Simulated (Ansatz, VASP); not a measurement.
# Two plane-wave programs on Ta2C

File INCAR:

```
SYSTEM = Ta2C
ALGO = Normal
EDIFF = 1E-6
ENCUT = 520
GGA = PS
ISIF = 2
ISMEAR = 0
LASPH = .True.
LCHARG = .False.
LREAL = .False.
LWAVE = .False.
NBANDS = 20
NELM = 60
PREC = Accurate
SIGMA = 0.15
```

The input KPOINTS:

```
k-points
0
Gamma
  18 18 10
  0 0 0
```

POSCAR

```
Ta2C
1.0
    3.5595958077      0.0000000000      0.0000000000
   -1.7797979039      3.0827003966      0.0000000000
    0.0000000000      0.0000000000      4.9210802832
Ta C
2 1
Direct
    0.3333333333      0.6666666667      0.2528761935
    0.6666666667      0.3333333333      0.7471238065
    0.0000000000      0.0000000000      0.0000000000
```

Input for Ansatz:

```yaml
crystal:
  lattice:
    - [3.5595958077, 0.0, 0.0]
    - [-1.7797979039, 3.0827003966, 0.0]
    - [0.0, 0.0, 4.9210802832]
  atoms:
    - { symbol: Ta, position: [0.3333333333, 0.6666666667, 0.2528761935] }
    - { symbol: Ta, position: [0.6666666667, 0.3333333333, 0.7471238065] }
    - { symbol: C, position: [0.0, 0.0, 0.0] }
basis:
  ecutwfc: 420
kpoints:
  mp_grid: { grid: [18, 18, 10] }
hamiltonian:
  xc: pbesol
scf:
  occupations: { method: gaussian, width: 0.15 }
output:
  forces: true
  stress: true
  eigenvalues: true
```

Change from the starting cell: strain +0.1500 x Voigt [1, 1, 0, 0, 0, 0], atoms carried along.

Alike in both runs: task single point; functional PBEsol; k mesh 18 × 18 × 10; occupations gaussian, width 0.15 eV; no spin polarisation.

|  | VASP | Ansatz |
| --- | --- | --- |
| version | VASP 6.6.1 | Ansatz 0.2.0 |
| potentials or method | VASP PAW PBE potentials, release 64 (Ta_pv, C), cutoff 520 eV | scalar-relativistic, plane waves, PAW |
| valence electrons in the cell | 26 | 30 |

```tsv
	VASP	Ansatz	Ansatz less VASP
gap on the k mesh at the Fermi level (eV)	none	none	-
pressure (GPa)	-42.7	-42.8	-0.10
traceless stress, the component that is largest in VASP (GPa)	16.51	16.60	+0.085
rms of the force components (eV/Å)	0.660	0.668	+0.0081
```

VASP's potentials were made for PBE, not for PBEsol. Atom by atom the forces differ by 0.008 eV/Å (rms over components). A gap of «none» marks a metal or a gap that the smearing closes. Both programs put the cell under strong tension, so it lies far from rest at this level. VASP's potentials hold 26 valence electrons a cell and Ansatz's 30, so a difference there can come from the potentials and not from the codes.

Spin-orbit coupling is off throughout. Noted on VASP's run: the cell as given lies far from equilibrium.
